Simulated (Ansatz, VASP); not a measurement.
Hg: VASP beside Ansatz

```
Hg
1.0
     2.38442    0.00000    0.00000
    -1.19221    2.06497    0.00000
     0.00000    0.00000    2.29886
Hg
1
Cartesian
  0.0000 0.0000 0.0000
```

Change from the starting cell: volume scaled by 0.4, norm-conserving files.

Alike in both runs: task single point; functional PBE; k mesh 13 × 13 × 12; occupations fermi-dirac, width 0.1 eV; no spin polarisation.

```csv
,VASP,Ansatz
version,VASP 6.6.1,Ansatz 0.2.0
potentials or method,"VASP PAW PBE potentials, release 64 (Hg)",scalar-relativistic
plane-wave cutoff (eV),520,898
valence electrons in the cell,12,20
```

Ansatz gave:

```
pressure (GPa)                                                : 379.2
traceless stress, the component that is largest in VASP (GPa) : 0.02
```

Problem. Estimate VASP's values.

Solution. Pressure (GPa): 400.4; traceless stress, the component that is largest in VASP (GPa): -0.07.

Both programs put the cell under a high pressure, so it lies far from rest at this level. VASP's potentials hold 12 valence electrons a cell and Ansatz's 20, so a difference there can come from the potentials and not from the codes.

Spin-orbit coupling is off throughout. Noted on VASP's run: the cell as given lies far from equilibrium.
